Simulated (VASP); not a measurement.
Set up this calculation in VASP 6.6.1, as the native input.

| Property | Result |
| --- | --- |
| Task | relaxation of shape and atoms at fixed volume |
| Functional | PBE |
| Potentials or basis | VASP PAW PBE potentials, release 64 (B) |
| Cutoff | 600 eV |
| k mesh | 21 × 21 × 21 |
| Occupations | fermi-dirac, width 0.05 eV |
| Spin | no spin polarisation |
| Dipole correction | no |
| Further INCAR settings | ALGO = Normal; EDIFF = 1e-06; IBRION = 2; EDIFFG = -0.005; NSW = 50; ISIF = 4 |

The structure of B lies in POSCAR:

```
B
1.0
   -2.0766081428      2.0766081428      0.7410718238
    2.0766081428     -2.0766081428      0.7410718238
    2.0766081428      2.0766081428     -0.7410718238
B
2
Direct
   -0.3750000000     -0.1250000000     -0.2500000000
    0.3750000000      0.1250000000      0.2500000000
```

The input as run:

INCAR

```
  ALGO = Normal
  EDIFF = 1E-6
  EDIFFG = -0.005
  ENCUT = 600
  GGA = PE
  IBRION = 2
  ISIF = 4
  ISMEAR = -1
  LASPH = True
  LCHARG = False
  LREAL = False
  LWAVE = False
  NELM = 100
  NSW = 50
  PREC = Accurate
  SIGMA = 0.05
```

KPOINTS

```
k-points
0
Gamma
  21 21 21
```

Potentials or basis: VASP PAW PBE potentials, release 64 (B).

Launch:

```console
$ cat potpaw_PBE.64/B/POTCAR > POTCAR
$ mpirun -np 1 vasp_std > vasp.out
```

It gave:

```json
{
 "Energy gained by relaxing": "144.2 meV/atom",
 "Ionic steps": "19",
 "Pressure after relaxing": "27.7 GPa",
 "Band gap on the k mesh": "zero (bands 3 and 4 overlap by 13.40 eV)"
}
```

Run time: 6.2 min on 1 thread of Intel Xeon 8259CL, with other jobs on the host, peak memory 0.19 GiB.
